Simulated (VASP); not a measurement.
Fe, 3 atoms in the cell. The structure is hexagonal, space group P6/mmm (No. 191). Conventional cell: a = 4.207 Å, b = 4.207 Å, c = 2.391 Å, α = 90.00°, β = 90.00°, γ = 120.00°. Fe (site symmetry 6/mmm) has 14 Fe at 2.39 to 2.71 Å within 3.2 Å. Within 3.2 Å of Fe (site symmetry -6m2) lie 11 Fe at 2.39 to 2.71 Å. This isn't the form of Fe at room conditions, which is bcc.

* Program: VASP 6.6.1
* Task: single point
* Functional: PBEsol
* Potentials or basis: VASP PAW PBE potentials, release 64 (Fe)
* Cutoff: 520 eV
* k mesh: 10 × 10 × 15
* Occupations: fermi-dirac, width 0.05 eV
* Spin: collinear spin, ferromagnetic start
* Starting moments: [2.473, 2.24, 2.24] μB
* Dipole correction: no
* Further INCAR settings: ALGO = Normal; EDIFF = 1e-06; NBANDS = 23

Potentials or basis: VASP PAW PBE potentials, release 64 (Fe).

The run is started by

```console
$ cat potpaw_PBE.64/Fe/POTCAR > POTCAR
$ mpirun -np 1 vasp_std > vasp.out
```

Hardware: 1 thread of AMD EPYC 9R45 96-Core Processor (Zen 5) (shared host).

Question: How long does it take, and how much memory?

Answer: It took 2.7 min on 1 thread of AMD EPYC 9R45 96-Core Processor (Zen 5) (shared host), peak memory 0.22 GiB. Counts: scf iterations 23, k points 112.
